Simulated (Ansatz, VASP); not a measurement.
## One calculation of Be, two programs

INCAR

```
ALGO     = Normal         # electronic algorithm
EDIFF    = 1E-6           # SCF threshold, eV
ENCUT    = 600            # plane-wave cutoff, eV
GGA      = CA             # functional
GGA_COMPAT= False        
ISIF     = 2              # what is computed and relaxed
ISMEAR   = -1             # smearing method
LASPH    = True           # aspherical terms in the spheres
LCHARG   = True           # write CHGCAR
LELF     = True           # ELF
LREAL    = False          # projectors in reciprocal space
LVHAR    = True         
LWAVE    = False          # write WAVECAR
NBANDS   = 7              # bands
NELM     = 120            # most SCF steps
PREC     = Accurate       # precision mode
SIGMA    = 0.1            # smearing width, eV
```

The input KPOINTS:

```
k-points
0
Gamma
  21 21 21
```

File POSCAR:

```
Be
1.0
    1.5778021087      0.0000000000      0.0000000000
    0.0000000000      1.5778021087      0.0000000000
    0.0000000000      0.0000000000      1.5778021087
Be
1
Direct
    0.0000000000      0.0000000000      0.0000000000
```

Input for Ansatz:

```yaml
crystal:
  lattice:
    - [1.5778021087, 0.0, 0.0]
    - [0.0, 1.5778021087, 0.0]
    - [0.0, 0.0, 1.5778021087]
  atoms:
    - { symbol: Be, position: [0.0, 0.0, 0.0] }
kpoints:
  mp_grid: { grid: [21, 21, 21] }
scf:
  occupations: { method: fermi_dirac, width: 0.1 }
hamiltonian:
  xc: lda
  pseudopotentials: { kind: all_electron, datasets: crystal }
output:
  forces: true
  stress: true
  eigenvalues: true
```

Change from the starting cell: volume scaled by 0.4, crystal datasets.

Alike in both runs: task single point; functional LDA; k mesh 21 × 21 × 21; occupations fermi-dirac, width 0.1 eV; no spin polarisation.

|  | VASP | Ansatz |
| --- | --- | --- |
| version | VASP 6.6.1 | Ansatz 0.2.0 |
| potentials or method | VASP PAW LDA potentials, release 64 (Be), cutoff 600 eV | all-electron PAW with datasets made for the crystal, scalar-relativistic |

VASP gave:

| Quantity | Value |
| --- | --- |
| pressure (GPa) | 309.1 |

Question: What did Ansatz give for the same quantities?

Answer: Pressure (GPa): 305.7.

LDA's correlation is that of Perdew and Zunger in VASP and of Perdew and Wang (1992) in Ansatz. Both programs put the cell under a high pressure, so it lies far from rest at this level. Ansatz ran all-electron here, and VASP with PAW potentials. Ansatz's warnings: printed levels off.

Noted on VASP's run: the cell as given lies far from equilibrium.
